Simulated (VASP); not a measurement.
MgCd2O3, 6 atoms in the cell. Symmetry: I4/mmm, No. 139, tetragonal system. Conventional cell: a = 5.222 Å, b = 5.222 Å, c = 6.472 Å, α = 90.00°, β = 90.00°, γ = 90.00°. Mg (site symmetry 4/mmm) has 6 O at 2.61 to 3.24 Å and 8 Cd at 3.07 Å within 3.4 Å. Cd (site symmetry -4m2) has 2 O at 1.62 Å within 2.2 Å. O (site symmetry mmm) has 2 Cd at 1.62 Å within 2.2 Å. Within 3.4 Å of O (site symmetry 4/mmm) lie 4 O at 2.61 Å and 8 Cd at 3.07 Å and 2 Mg at 3.24 Å. The cell was generated, and may not be a known phase.

* Program: VASP 6.6.1
* Task: relaxation of cell and atoms
* Functional: PBE
* Potentials or basis: VASP PAW PBE potentials, release 64 (Mg_sv, Cd_sv_GW, O)
* Cutoff: 840 eV
* k mesh: 3 × 3 × 3
* Occupations: gaussian, width 0.15 eV
* Spin: no spin polarisation
* Dipole correction: no
* Further INCAR settings: ALGO = Normal; EDIFF = 1e-07; IBRION = 2; EDIFFG = -0.08; NSW = 36; ISIF = 3

Potentials or basis: VASP PAW PBE potentials, release 64 (Mg_sv, Cd_sv_GW, O).

Command:

```bash
$ cat potpaw_PBE.64/Mg_sv/POTCAR potpaw_PBE.64/Cd_sv_GW/POTCAR potpaw_PBE.64/O/POTCAR > POTCAR
$ mpirun -np 1 vasp_std > vasp.out
```

Hardware: 1 thread of Intel(R) Xeon(R) Platinum 8488C (Sapphire Rapids), on a shared host.

Problem. Estimate the wall time of this run.

Solution. Wall time 9.5 min on 1 thread of Intel(R) Xeon(R) Platinum 8488C (Sapphire Rapids) (shared host), peak memory 0.38 GiB. Counts: scf iterations 184, k points 6, ion steps 13.
